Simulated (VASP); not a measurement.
# LiSb7 (P-6m2) in VASP: single point with PBE

Aim: the single point of LiSb7 with PBE.

Program: VASP 6.6.1. These are calculated values, not measurements. Logs are shortened: lines on timing, memory, paths and dates and some standing lists are left out, and cuts for length are marked.

## (1) The cell of the first run

Symmetry: P-6m2, No. 187, hexagonal system. Conventional cell: a = 6.669 Å, b = 6.669 Å, c = 5.643 Å, α = 90.00°, β = 90.00°, γ = 120.00°. Within 4.4 Å of Li (site symmetry -6m2) lie 12 Sb at 3.32 to 3.34 Å. Within 4.1 Å of Sb (site symmetry mm2) lie 10 Sb at 3.10 to 3.57 Å and 2 Li at 3.34 Å. Sb (site symmetry mm2) has 10 Sb at 3.04 to 3.63 Å and 2 Li at 3.32 Å within 4.0 Å. Within 4.4 Å of Sb (site symmetry -6m2) lie 12 Sb at 3.34 Å.

The cell was built from a structure type or drawn by symmetry, and may not be a known phase.

## (2) Single point, PBE

File INCAR:

```
PREC = Accurate
ENCUT = 520
EDIFF = 1E-6
ISMEAR = 0
SIGMA = 0.1
LREAL = F
LASPH = T
NELM = 100
ALGO = Fast
ISIF = 2
LWAVE = F
LCHARG = T
GGA = PE
LELF = T
LVHAR = T
NBANDS = 29
```

File KPOINTS:

```
regular mesh
0
Gamma
  9 9 8
```

File POSCAR:

```
LiSb7
1.0
    6.6694426979      0.0000000000      0.0000000000
   -3.3347213489      5.7759068055      0.0000000000
    0.0000000000      0.0000000000      5.6434338309
Li Sb
1 7
Direct
    0.0000000000      0.0000000000      0.0000000000
    0.4881086054      0.9762172109      0.0000000000
    0.4881086054      0.5118913946      0.0000000000
    0.0237827891      0.5118913946      0.0000000000
    0.3036757861      0.1518378931      0.5000000000
    0.8481621069      0.1518378931      0.5000000000
    0.8481621069      0.6963242139      0.5000000000
    0.3333333333      0.6666666667      0.5000000000
```

Potentials or basis: VASP PAW PBE potentials, release 64 (Li_sv, Sb).

The run is started by

```bash
> cat potpaw_PBE.64/Li_sv/POTCAR potpaw_PBE.64/Sb/POTCAR > POTCAR
> mpirun -np 1 vasp_std > vasp.out
```

OUTCAR:

```text
PREC = Accurate
   ENCUT = 520
   EDIFF = 1E-6
   ISMEAR = 0
   LREAL = F
   LASPH = T
   NELM = 100
   ISIF = 2
   GGA = PE

 ion  position               nearest neighbor table
   1  0.000  0.000  0.000-
   2  0.488  0.976  0.000-   3 3.10   4 3.10   8 3.34   8 3.34   5 3.51   5 3.51   6 3.51   6 3.51
                             3 3.57   4 3.57
   3  0.488  0.512  0.000-   4 3.10   2 3.10   8 3.34   8 3.34   7 3.51   7 3.51   5 3.51   5 3.51
                             4 3.57   2 3.57
   4  0.024  0.512  0.000-   3 3.10   2 3.10   8 3.34   8 3.34   7 3.51   7 3.51   6 3.51   6 3.51
                             3 3.57   2 3.57
   5  0.304  0.152  0.500-   6 3.04   7 3.04   8 3.34   8 3.34   2 3.51   2 3.51   3 3.51   3 3.51
                             6 3.63   7 3.63
   6  0.848  0.152  0.500-   5 3.04   7 3.04   8 3.34   8 3.34   2 3.51   2 3.51   4 3.51   4 3.51
                             5 3.63   7 3.63
   7  0.848  0.696  0.500-   6 3.04   5 3.04   8 3.34   8 3.34   4 3.51   4 3.51   3 3.51   3 3.51
                             6 3.63   5 3.63
   8  0.333  0.667  0.500-   7 3.34   5 3.34   7 3.34   5 3.34   6 3.34   6 3.34   3 3.34   3 3.34
                             4 3.34   4 3.34   2 3.34   2 3.34

  LATTYP: Found a hexagonal cell.
 ALAT       =     6.6694426979
 C/A-ratio  =     0.8461627285

  Lattice vectors:

 A1 = (   6.6694426979,   0.0000000000,   0.0000000000)
 A2 = (  -3.3347213489,   5.7759068055,   0.0000000000)
 A3 = (   0.0000000000,   0.0000000000,   5.6434338309)

Analysis of symmetry for initial positions (statically):
=====================================================================
 Subroutine PRICEL returns:
 Original cell was already a primitive cell.

 Routine SETGRP: Setting up the symmetry group for a
 hexagonal supercell.

 Subroutine GETGRP returns: Found 12 space group operations
 (whereof 12 operations were pure point group operations)
 out of a pool of 24 trial point group operations.

The static configuration has the point symmetry D_3h.

Analysis of symmetry for dynamics (positions and initial velocities):
=====================================================================
 Subroutine PRICEL returns:
 Original cell was already a primitive cell.

 Routine SETGRP: Setting up the symmetry group for a
 hexagonal supercell.

 Subroutine GETGRP returns: Found 12 space group operations
 (whereof 12 operations were pure point group operations)
 out of a pool of 24 trial point group operations.

The dynamic configuration has the point symmetry D_3h.

 Subroutine INISYM returns: Found 12 space group operations
 (whereof 12 operations are pure point group operations),
 and found     1 'primitive' translations

----------------------------------------------------------------------------------------

                                     Primitive cell

  volume of cell :     217.3968

  direct lattice vectors                    reciprocal lattice vectors
     6.669442698  0.000000000  0.000000000     0.149937565  0.086566494  0.000000000
    -3.334721349  5.775906806  0.000000000     0.000000000  0.173132987  0.000000000
     0.000000000  0.000000000  5.643433831     0.000000000  0.000000000  0.177197081

  length of vectors
     6.669442698  6.669442698  5.643433831     0.173132987  0.173132987  0.177197081

  position of ions in fractional coordinates (direct lattice)
     0.000000000  0.000000000  0.000000000
     0.488108605  0.976217211  0.000000000
     0.488108605  0.511891395  0.000000000
     0.023782789  0.511891395  0.000000000
     0.303675786  0.151837893  0.500000000
     0.848162107  0.151837893  0.500000000
     0.848162107  0.696324214  0.500000000
     0.333333333  0.666666667  0.500000000

  ion indices of the primitive-cell ions
   primitive index   ion index
                 1           1
                 2           2
                 3           3
                 4           4
                 5           5
                 6           6
                 7           7
                 8           8

----------------------------------------------------------------------------------------

 KPOINTS: regular mesh

Automatic generation of k-mesh.
 Grid dimensions read from file:
 generate k-points for:    9    9    8

 Generating k-lattice:

  Cartesian coordinates                     Fractional coordinates (reciprocal lattice)
     0.016659729  0.009618499  0.000000000     0.111111111  0.000000000  0.000000000
     0.000000000  0.019236999  0.000000000     0.000000000  0.111111111  0.000000000
     0.000000000  0.000000000  0.022149635     0.000000000  0.000000000  0.125000000

  Length of vectors
     0.019236999  0.019236999  0.022149635

  Shift w.r.t. Gamma in fractional coordinates (k-lattice)
     0.000000000  0.000000000  0.000000000

 Subroutine IBZKPT returns following result:
 ===========================================

 Found     60 irreducible k-points:

 Following reciprocal coordinates:
            Coordinates               Weight
  0.000000  0.000000  0.000000      1.000000
  0.111111 -0.000000  0.000000      6.000000
  0.222222 -0.000000  0.000000      6.000000
  0.333333  0.000000  0.000000      6.000000
  0.444444 -0.000000  0.000000      6.000000
  0.111111  0.111111  0.000000      6.000000
[... 16 lines left out ...]
  0.333333  0.222222  0.125000     24.000000
  0.333333  0.333333  0.125000      4.000000
 [... further k-points ...]
   k-points           NKPTS =     60   k-points in BZ     NKDIM =     60   number of bands    NBANDS=     29
   number of dos      NEDOS =    301   number of ions     NIONS =      8
   total plane-waves  NPLWV = 105000
   dimension x,y,z NGX =    50 NGY =   50 NGZ =   42
   dimension x,y,z NGXF=   100 NGYF=  100 NGZF=   84
   ions per type =               1   7
   NGX,Y,Z   is equivalent  to a cutoff of  12.46, 12.46, 12.37 a.u.
   NGXF,Y,Z  is equivalent  to a cutoff of  24.93, 24.93, 24.74 a.u.
 SYSTEM =  unknown system
   PREC   = accura    normal or accurate (medium, high low for compatibility)
   ISTART =      0    job   : 0-new  1-cont  2-samecut
   ICHARG =      2    charge: 1-file 2-atom 10-const
   ISPIN  =      1    spin polarized calculation?
   LNONCOLLINEAR =      F non collinear calculations
   LSORBIT =      F    spin-orbit coupling
   LASPH  =      T    aspherical Exc in radial PAW
   ENCUT  =  520.0 eV  38.22 Ry    6.18 a.u.  12.40 12.40 10.49*2*pi/ulx,y,z
   NELM   =    100;   NELMIN=  2; NELMDL= -5     # of ELM steps
   EDIFF  = 0.1E-05   stopping-criterion for ELM
   LREAL  =      F    real-space projection
   EDIFFG = 0.1E-04   stopping-criterion for IOM
   NSW    =      0    number of steps for IOM
   IBRION =     -1    ionic relax: 0-MD 1-quasi-New 2-CG
   NFREE  =      0    steps in history (QN), initial steepest desc. (CG)
   ISIF   =      2    stress and relaxation
   ISYM   =      2    0-nonsym 1-usesym 2-fastsym
   POTIM  = 0.5000    time-step for ionic-motion
   TEBEG  =    0.0;   TEEND  =   0.0 temperature during run
   PSTRESS=    0.0 pullay stress
   NELECT =      38.0000    total number of electrons
   NUPDOWN=      -1.0000    fix difference up-down
   EMIN   =  10.00;   EMAX   =-10.00  energy-range for DOS
   EFERMI =   0.00;   METHOD = LEGACY
   ISMEAR =     0;   SIGMA  =   0.10  broadening in eV -4-tet -1-fermi 0-gaus
   EFERMI_NEDOS =   21; number of points for ismear=-14 and -15
   IALGO  =     68    algorithm
   IMIX   =      4    mixing-type and parameters
     AMIX     =   0.40;   BMIX     =  1.00
     AMIX_MAG =   1.60;   BMIX_MAG =  1.00
  volume/ion in A,a.u.               =      27.17       183.38
  Fermi-wavevector in a.u.,A,eV,Ry     =   0.915345  1.729752 11.399738  0.837857
  Thomas-Fermi vector in A             =   2.040076
   LORBIT       =      0    0 simple, 1 ext, 2 COOP (PROOUT), +10 PAW based schemes
   GGA     = PE    functional components
   LHFCALC =     F    Hartree Fock is set to
   AEXX    =    0.0000 exact exchange contribution
   IVDW    =     0    specifies the selected vdW correction
   LEPSILON=     F    determine dielectric tensor
   LRPA    =     F    only Hartree local field effects (RPA)
 non-spin polarized calculation
 RMM-DIIS sequential band-by-band and
 Gauss-broadening in eV      SIGMA  =   0.10
  energy-cutoff  :      520.00
  volume of cell :      217.40
 maximum number of plane-waves:      5883
 NGX is ok and might be reduce to    50
   NGX = 25   NGY = 25   NGZ = 21

 number of electron      38.0000010 magnetization

 Free energy of the ion-electron system (eV)
  ---------------------------------------------------
  ext. energy  EPLUGINS =         0.00000000
  ---------------------------------------------------
  free energy    TOTEN  =       -29.96149678 eV

  energy without entropy =      -29.94553816  energy(sigma->0) =      -29.95351747

 E-fermi :   7.2847     XC(G=0):  -9.7107

 val. band max:        7.2822997606   @ k =   0.3333   0.3333   0.0000
 cond. band min:       7.2903893970   @ k =   0.2222   0.2222   0.1250
 fundamental gap:      0.0080896363
 Fermi energy:         7.2846831321

 k-point     1 :       0.0000    0.0000    0.0000
  band No.  band energies     occupation
      1     -39.8835      2.00000
      2      -5.2435      2.00000
      3      -2.6260      2.00000
      4      -1.5048      2.00000
      5      -1.5048      2.00000
      6      -1.0767      2.00000
[... 21 lines left out ...]
     28      11.2347      0.00000
     29      12.1051      0.00000

 k-point     2 :       0.1111   -0.0000    0.0000
  band No.  band energies     occupation
      1     -39.8835      2.00000
      2      -5.1944      2.00000
      3      -2.6823      2.00000
      4      -1.7687      2.00000
      5      -1.6042      2.00000
      6      -1.1371      2.00000
[... 696 lines left out ...]
 k-point    24 :       0.3333    0.3333    0.1250
  band No.  band energies     occupation
      1     -39.8835      2.00000
      2      -4.2888      2.00000
      3      -3.6415      2.00000
      4      -3.2211      2.00000
      5      -1.4052      2.00000
      6      -0.9171      2.00000
[... 21 lines left out ...]
     28      10.5030      0.00000
     29      10.9534      0.00000

 [... further k-points ...]

------------------------ aborting loop because EDIFF is reached ----------------------------------------

  FORCE on cell =-STRESS in cart. coord.  units (eV):
  Direction    XX          YY          ZZ          XY          YZ          ZX
  --------------------------------------------------------------------------------------
  -------------------------------------------------------------------------------------
  Total       -0.1063832     -0.1063832     -0.1218820     -0.0000000      0.0000000      0.0000000
  in kB       -0.7840263     -0.7840263     -0.8982493     -0.0000000      0.0000000      0.0000000
  external PRESSURE =      -0.8221006 kB  Pullay stress =       0.0000000 kB

 VOLUME and BASIS-vectors are now :
 -----------------------------------------------------------------------------
  energy-cutoff  :      520.00
  volume of cell :      217.40
      direct lattice vectors                 reciprocal lattice vectors
     6.669442698  0.000000000  0.000000000     0.149937565  0.086566494  0.000000000
    -3.334721349  5.775906806  0.000000000     0.000000000  0.173132987  0.000000000
     0.000000000  0.000000000  5.643433831     0.000000000  0.000000000  0.177197081

 POSITION                                       TOTAL-FORCE (eV/Angst)
 -----------------------------------------------------------------------------------
      0.00000      0.00000      0.00000         0.000000     -0.000000      0.000000
     -0.00000      5.63854      0.00000         0.000000      0.004751     -0.000000
      1.54840      2.95664      0.00000         0.004115     -0.002376      0.000000
     -1.54840      2.95664      0.00000        -0.004115     -0.002376      0.000000
      1.51901      0.87700      2.82172         0.009564      0.005522      0.000000
      5.15043      0.87700      2.82172        -0.009564      0.005522      0.000000
      3.33472      4.02190      2.82172        -0.000000     -0.011044     -0.000000
     -0.00000      3.85060      2.82172         0.000000     -0.000000      0.000000
 -----------------------------------------------------------------------------------
    total drift:                                0.000000     -0.000000     -0.000000

  FREE ENERGIE OF THE ION-ELECTRON SYSTEM (eV)
  ---------------------------------------------------
  free  energy   TOTEN  =       -29.9614967847 eV

  energy  without entropy=      -29.9455381582  energy(sigma->0) =      -29.95351747
```

Run time: 9.7 min. Hardware: 1 thread of Intel Xeon Platinum 8488C (Sapphire Rapids), shared host; peak memory 0.49 GiB.

What came out:

- Free energy: -29.9615 eV
- Largest force: 0.011 eV/Å
- Band gap on the k mesh: zero (bands 19 and 20 overlap by 2.09 eV)

Forces in eV/Å, atoms in the order of the input:
```
Li   0.000  0.000  0.000
Sb   0.000  0.005  0.000
Sb   0.004 -0.002  0.000
Sb  -0.004 -0.002  0.000
Sb   0.010  0.006  0.000
Sb  -0.010  0.006  0.000
Sb   0.000 -0.011  0.000
Sb   0.000  0.000  0.000
```

Caveat: the cutoff is under 1.25 times the usual one of these potentials, so pressure, stress and relaxed cells hold a basis-set (Pulay) error; spin-orbit coupling is left out, which moves the levels of the heavy elements.
